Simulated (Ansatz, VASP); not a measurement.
**One calculation of WS2, two programs**

The input INCAR:

```
SYSTEM = WS2
PREC = Accurate ; ENCUT = 520
EDIFF = 1E-6 ; ISMEAR = 0
SIGMA = 0.05 ; LREAL = .FALSE.
LASPH = .TRUE. ; NELM = 80
ALGO = Normal ; ISIF = 2
LWAVE = .FALSE. ; LCHARG = .FALSE.
GGA = PS ; NBANDS = 35
```

The input KPOINTS:

```
regular mesh
0
G
  12 12 2
  0 0 0
```

Contents of POSCAR:

```
WS2
1.0
    2.9812864501      0.0000000000      0.0000000000
   -1.4906432250      2.5818698018      0.0000000000
    0.0000000000      0.0000000000     25.1987274626
W S
2 4
Direct
    0.3333333333      0.6666666667      0.6345659624
    0.6666666667      0.3333333333      0.3654340376
    0.3333333333      0.6666666667      0.2989660749
    0.6666666667      0.3333333333      0.5680485953
    0.3333333333      0.6666666667      0.4319514047
    0.6666666667      0.3333333333      0.7010339251
```

Input for Ansatz:

```yaml
crystal:
  lattice:
    - [2.9812864501, 0.0, 0.0]
    - [-1.490643225, 2.5818698018, 0.0]
    - [0.0, 0.0, 25.1987274626]
  atoms:
    - { symbol: W, position: [0.3333333333, 0.6666666667, 0.6345659624] }
    - { symbol: W, position: [0.6666666667, 0.3333333333, 0.3654340376] }
    - { symbol: S, position: [0.3333333333, 0.6666666667, 0.2989660749] }
    - { symbol: S, position: [0.6666666667, 0.3333333333, 0.5680485953] }
    - { symbol: S, position: [0.3333333333, 0.6666666667, 0.4319514047] }
    - { symbol: S, position: [0.6666666667, 0.3333333333, 0.7010339251] }
basis:
  ecutwfc: 420
kpoints:
  mp_grid: { grid: [12, 12, 2] }
hamiltonian:
  xc: pbesol
  pseudopotentials: { kind: paw, azcp: { folder: soft_1 } }
scf:
  occupations: { method: gaussian, width: 0.05 }
output:
  forces: true
  stress: true
  eigenvalues: true
```

Alike in both runs: task single point; functional PBEsol; k mesh 12 × 12 × 2; occupations gaussian, width 0.05 eV; no spin polarisation.

|  | VASP | Ansatz |
| --- | --- | --- |
| version | VASP 6.6.1 | Ansatz 0.2.0 |
| potentials or method | VASP PAW PBE potentials, release 64 (W_sv, S), cutoff 520 eV | scalar-relativistic, plane waves, PAW |
| valence electrons in the cell | 52 | 52 |

|  | VASP | Ansatz | Ansatz less VASP |
| --- | --- | --- | --- |
| gap on the k mesh at the Fermi level (eV) | 1.28 | 1.28 | -0.002 |
| least direct gap on the mesh (eV) | 2.07 | 2.06 | -0.005 |
| rms of the force components (eV/Å) | 0.405 | 0.414 | +0.0091 |

VASP's potentials were made for PBE, not for PBEsol, and Ansatz warns of the same on its side. Atom by atom the forces differ by 0.009 eV/Å (rms over components). The functional is the same, so the differences come from potentials, cutoffs and numerics.

Spin-orbit coupling is off throughout.
